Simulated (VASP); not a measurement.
# Ir (Fm-3m) in VASP: a series of runs

Runs on Ir. Level: PBE. Tasks: single point.

Everything below comes from runs of VASP 6.6.1. Logs are shortened: lines on timing, memory, paths and dates and some standing lists are left out, and cuts for length are marked.

## (1) The cell of the first run

The structure is cubic, space group Fm-3m (No. 225). Conventional cell: a = 3.875 Å, b = 3.875 Å, c = 3.875 Å, α = 90.00°, β = 90.00°, γ = 90.00°. Ir (site symmetry m-3m) has 12 Ir at 2.74 Å within 3.6 Å.

## (2) Single point, PBE

Contents of INCAR:

```
SYSTEM = Ir
PREC = Accurate
ENCUT = 500
EDIFF = 1E-6
ISMEAR = 1
SIGMA = 0.05
LREAL = .False.
LASPH = .True.
NELM = 120
ALGO = Normal
ISIF = 2
LWAVE = .False.
LCHARG = .False.
GGA = PE
NBANDS = 10
GGA_COMPAT = .False.
```

Contents of KPOINTS:

```
Automatic mesh
0
Gamma
  8 8 8
  0 0 0
```

Contents of POSCAR:

```
Ir
1.0
    0.0000000000      1.9377452166      1.9377452166
    1.9377452166      0.0000000000      1.9377452166
    1.9377452166      1.9377452166      0.0000000000
Ir
1
Direct
    0.0000000000      0.0000000000      0.0000000000
```

Potentials or basis: VASP PAW PBE potentials, release 64 (Ir).

Launch:

```sh
$ cat potpaw_PBE.64/Ir/POTCAR > POTCAR
$ mpirun -np 1 vasp_std > vasp.out
```

OUTCAR:

```text
SYSTEM = Ir
   PREC = Accurate
   ENCUT = 500
   EDIFF = 1E-6
   ISMEAR = 1
   LREAL = .False.
   LASPH = .True.
   NELM = 120
   ISIF = 2
   GGA = PE

 ion  position               nearest neighbor table
   1  0.000  0.000  0.000-

  LATTYP: Found a face centered cubic cell.
 ALAT       =     3.8754904332

  Lattice vectors:

 A1 = (   0.0000000000,   1.9377452166,   1.9377452166)
 A2 = (   1.9377452166,   0.0000000000,   1.9377452166)
 A3 = (   1.9377452166,   1.9377452166,   0.0000000000)

Analysis of symmetry for initial positions (statically):
=====================================================================
 Subroutine PRICEL returns:
 Original cell was already a primitive cell.

 Routine SETGRP: Setting up the symmetry group for a
 face centered cubic supercell.

 Subroutine GETGRP returns: Found 48 space group operations
 (whereof 48 operations were pure point group operations)
 out of a pool of 48 trial point group operations.

The static configuration has the point symmetry O_h .

Analysis of symmetry for dynamics (positions and initial velocities):
=====================================================================
 Subroutine PRICEL returns:
 Original cell was already a primitive cell.

 Routine SETGRP: Setting up the symmetry group for a
 face centered cubic supercell.

 Subroutine GETGRP returns: Found 48 space group operations
 (whereof 48 operations were pure point group operations)
 out of a pool of 48 trial point group operations.

The dynamic configuration has the point symmetry O_h .

 Subroutine INISYM returns: Found 48 space group operations
 (whereof 48 operations are pure point group operations),
 and found     1 'primitive' translations

----------------------------------------------------------------------------------------

                                     Primitive cell

  volume of cell :      14.5519

  direct lattice vectors                    reciprocal lattice vectors
     0.000000000  1.937745217  1.937745217    -0.258031859  0.258031859  0.258031859
     1.937745217  0.000000000  1.937745217     0.258031859 -0.258031859  0.258031859
     1.937745217  1.937745217  0.000000000     0.258031859  0.258031859 -0.258031859

  length of vectors
     2.740385566  2.740385566  2.740385566     0.446924289  0.446924289  0.446924289

  position of ions in fractional coordinates (direct lattice)
     0.000000000  0.000000000  0.000000000

  ion indices of the primitive-cell ions
   primitive index   ion index
                 1           1

----------------------------------------------------------------------------------------

 KPOINTS: Automatic mesh

Automatic generation of k-mesh.
 Grid dimensions read from file:
 generate k-points for:    8    8    8

 Generating k-lattice:

  Cartesian coordinates                     Fractional coordinates (reciprocal lattice)
    -0.032253982  0.032253982  0.032253982     0.125000000  0.000000000  0.000000000
     0.032253982 -0.032253982  0.032253982     0.000000000  0.125000000  0.000000000
     0.032253982  0.032253982 -0.032253982     0.000000000  0.000000000  0.125000000

  Length of vectors
     0.055865536  0.055865536  0.055865536

  Shift w.r.t. Gamma in fractional coordinates (k-lattice)
     0.000000000  0.000000000  0.000000000

 Subroutine IBZKPT returns following result:
 ===========================================

 Found     29 irreducible k-points:

 Following reciprocal coordinates:
            Coordinates               Weight
  0.000000  0.000000  0.000000      1.000000
  0.125000  0.000000  0.000000      8.000000
  0.250000  0.000000  0.000000      8.000000
  0.375000  0.000000  0.000000      8.000000
  0.500000  0.000000  0.000000      4.000000
  0.125000  0.125000  0.000000      6.000000
[... 16 lines left out ...]
  0.500000  0.250000  0.125000     48.000000
 -0.375000  0.250000  0.125000     24.000000
 [... further k-points ...]
   k-points           NKPTS =     29   k-points in BZ     NKDIM =     29   number of bands    NBANDS=     10
   number of dos      NEDOS =    301   number of ions     NIONS =      1
   total plane-waves  NPLWV =   8000
   dimension x,y,z NGX =    20 NGY =   20 NGZ =   20
   dimension x,y,z NGXF=    40 NGYF=   40 NGZF=   40
   ions per type =               1
   NGX,Y,Z   is equivalent  to a cutoff of  12.13, 12.13, 12.13 a.u.
   NGXF,Y,Z  is equivalent  to a cutoff of  24.27, 24.27, 24.27 a.u.
 SYSTEM =  Ir
   PREC   = accura    normal or accurate (medium, high low for compatibility)
   ISTART =      0    job   : 0-new  1-cont  2-samecut
   ICHARG =      2    charge: 1-file 2-atom 10-const
   ISPIN  =      1    spin polarized calculation?
   LNONCOLLINEAR =      F non collinear calculations
   LSORBIT =      F    spin-orbit coupling
   LASPH  =      T    aspherical Exc in radial PAW
   ENCUT  =  500.0 eV  36.75 Ry    6.06 a.u.   5.00  5.00  5.00*2*pi/ulx,y,z
   NELM   =    120;   NELMIN=  2; NELMDL= -5     # of ELM steps
   EDIFF  = 0.1E-05   stopping-criterion for ELM
   LREAL  =      F    real-space projection
   EDIFFG = 0.1E-04   stopping-criterion for IOM
   NSW    =      0    number of steps for IOM
   IBRION =     -1    ionic relax: 0-MD 1-quasi-New 2-CG
   NFREE  =      0    steps in history (QN), initial steepest desc. (CG)
   ISIF   =      2    stress and relaxation
   ISYM   =      2    0-nonsym 1-usesym 2-fastsym
   POTIM  = 0.5000    time-step for ionic-motion
   TEBEG  =    0.0;   TEEND  =   0.0 temperature during run
   PSTRESS=    0.0 pullay stress
   NELECT =       9.0000    total number of electrons
   NUPDOWN=      -1.0000    fix difference up-down
   EMIN   =  10.00;   EMAX   =-10.00  energy-range for DOS
   EFERMI =   0.00;   METHOD = LEGACY
   ISMEAR =     1;   SIGMA  =   0.05  broadening in eV -4-tet -1-fermi 0-gaus
   EFERMI_NEDOS =   21; number of points for ismear=-14 and -15
   IALGO  =     38    algorithm
   IMIX   =      4    mixing-type and parameters
     AMIX     =   0.40;   BMIX     =  1.00
     AMIX_MAG =   1.60;   BMIX_MAG =  1.00
  volume/ion in A,a.u.               =      14.55        98.20
  Fermi-wavevector in a.u.,A,eV,Ry     =   1.394812  2.635812 26.470140  1.945500
  Thomas-Fermi vector in A             =   2.518325
   LORBIT       =      0    0 simple, 1 ext, 2 COOP (PROOUT), +10 PAW based schemes
   GGA     = PE    functional components
   LHFCALC =     F    Hartree Fock is set to
   AEXX    =    0.0000 exact exchange contribution
   IVDW    =     0    specifies the selected vdW correction
   LEPSILON=     F    determine dielectric tensor
   LRPA    =     F    only Hartree local field effects (RPA)
 non-spin polarized calculation
 Methfessel and Paxton  Order N= 1 SIGMA  =   0.05
  energy-cutoff  :      500.00
  volume of cell :       14.55
 maximum number of plane-waves:       380
   NGX =  9   NGY =  9   NGZ =  9

 number of electron       9.0000000 magnetization

 Free energy of the ion-electron system (eV)
  ---------------------------------------------------
  ext. energy  EPLUGINS =         0.00000000
  ---------------------------------------------------
  free energy    TOTEN  =        -8.77765962 eV

  energy without entropy =       -8.77784372  energy(sigma->0) =       -8.77772098

 E-fermi :   9.9811     XC(G=0): -13.8189

 val. band max:        9.9329955983   @ k =  -0.3750   0.1250   0.0000
 cond. band min:       9.9964759259   @ k =  -0.3750   0.2500   0.0000
 fundamental gap:      0.0634803276
 Fermi energy:         9.9810609553

 k-point     1 :       0.0000    0.0000    0.0000
  band No.  band energies     occupation
      1      -0.8950      2.00000
      2       6.2032      2.00000
      3       6.2032      2.00000
      4       6.2032      2.00000
      5       8.7864      2.00000
      6       8.7864      2.00000
      7      24.2834      0.00000
      8      29.7270      0.00000
      9      29.7270      0.00000
     10      29.7270      0.00000

 k-point     2 :       0.1250    0.0000    0.0000
  band No.  band energies     occupation
      1      -0.2420      2.00000
      2       5.8975      2.00000
      3       6.4573      2.00000
      4       6.4573      2.00000
      5       8.6523      2.00000
      6       8.6523      2.00000
      7      25.3369      0.00000
      8      27.1559      0.00000
      9      30.7891      0.00000
     10      30.7891      0.00000

 k-point     3 :       0.2500    0.0000    0.0000
  band No.  band energies     occupation
      1       1.2672      2.00000
      2       5.7079      2.00000
      3       6.6332      2.00000
      4       6.6332      2.00000
      5       8.9631      2.00000
      6       8.9631      2.00000
      7      23.5939      0.00000
      8      26.5342      0.00000
      9      33.2955      0.00000
     10      33.2965      0.00000

 k-point     4 :       0.3750    0.0000    0.0000
  band No.  band energies     occupation
      1       2.0772      2.00000
      2       6.2998      2.00000
      3       6.2998      2.00000
      4       7.3432      2.00000
      5      10.1179     -0.00076
      6      10.1179     -0.00076
      7      19.5951      0.00000
      8      24.6951      0.00000
      9      31.0632      0.00000
     10      31.0632      0.00000
[... 222 lines left out ...]
 k-point    22 :       0.3750    0.2500    0.1250
  band No.  band energies     occupation
      1       2.6321      2.00000
      2       4.6206      2.00000
      3       6.1328      2.00000
      4       8.1400      2.00000
      5       8.2067      2.00000
      6      10.6785     -0.00000
      7      24.0216      0.00000
      8      26.5699      0.00000
      9      28.2982      0.00000
     10      30.3822      0.00000

 k-point    23 :       0.5000    0.2500    0.1250
  band No.  band energies     occupation
      1       3.5149      2.00000
      2       5.1452      2.00000
      3       5.5144      2.00000
      4       7.7671      2.00000
      5       9.7828      2.00000
      6      12.6782      0.00000
      7      19.9340      0.00000
      8      25.1026      0.00000
      9      26.5565      0.00000
     10      31.0680      0.00000

 k-point    24 :      -0.3750    0.2500    0.1250
  band No.  band energies     occupation
      1       3.5466      2.00000
      2       4.9246      2.00000
      3       6.4588      2.00000
      4       7.4647      2.00000
      5      10.4764     -0.00000
      6      14.9644      0.00000
      7      16.3672      0.00000
      8      25.4834      0.00000
      9      25.4851      0.00000
     10      29.5099      0.00000

 [... further k-points ...]

------------------------ aborting loop because EDIFF is reached ----------------------------------------

  FORCE on cell =-STRESS in cart. coord.  units (eV):
  Direction    XX          YY          ZZ          XY          YZ          ZX
  --------------------------------------------------------------------------------------
  -------------------------------------------------------------------------------------
  Total        0.0399822      0.0399822      0.0399822     -0.0000000      0.0000000     -0.0000000
  in kB        4.4020684      4.4020684      4.4020684     -0.0000000      0.0000000     -0.0000000
  external PRESSURE =       4.4020684 kB  Pullay stress =       0.0000000 kB

 VOLUME and BASIS-vectors are now :
 -----------------------------------------------------------------------------
  energy-cutoff  :      500.00
  volume of cell :       14.55
      direct lattice vectors                 reciprocal lattice vectors
     0.000000000  1.937745217  1.937745217    -0.258031859  0.258031859  0.258031859
     1.937745217  0.000000000  1.937745217     0.258031859 -0.258031859  0.258031859
     1.937745217  1.937745217  0.000000000     0.258031859  0.258031859 -0.258031859

 POSITION                                       TOTAL-FORCE (eV/Angst)
 -----------------------------------------------------------------------------------
      0.00000      0.00000      0.00000         0.000000      0.000000      0.000000
 -----------------------------------------------------------------------------------
    total drift:                               -0.000000     -0.000000     -0.000000

  FREE ENERGIE OF THE ION-ELECTRON SYSTEM (eV)
  ---------------------------------------------------
  free  energy   TOTEN  =        -8.7776596154 eV

  energy  without entropy=       -8.7778437191  energy(sigma->0) =       -8.77772098
```

Run time: 2.6 s. Hardware: 1 thread of AMD EPYC 9R45 (Zen 5), shared host; peak memory 0.1 GiB.

Results:

| Property | Result |
| --- | --- |
| Free energy | -8.7777 eV |
| Pressure | 0.4 GPa |
| Band gap on the k mesh | zero (an odd number of electrons rules out a gap without spin polarisation) |

Caveat: spin-orbit coupling is left out, which moves the levels of the heavy elements.

(Continued in part 2 of 2.)
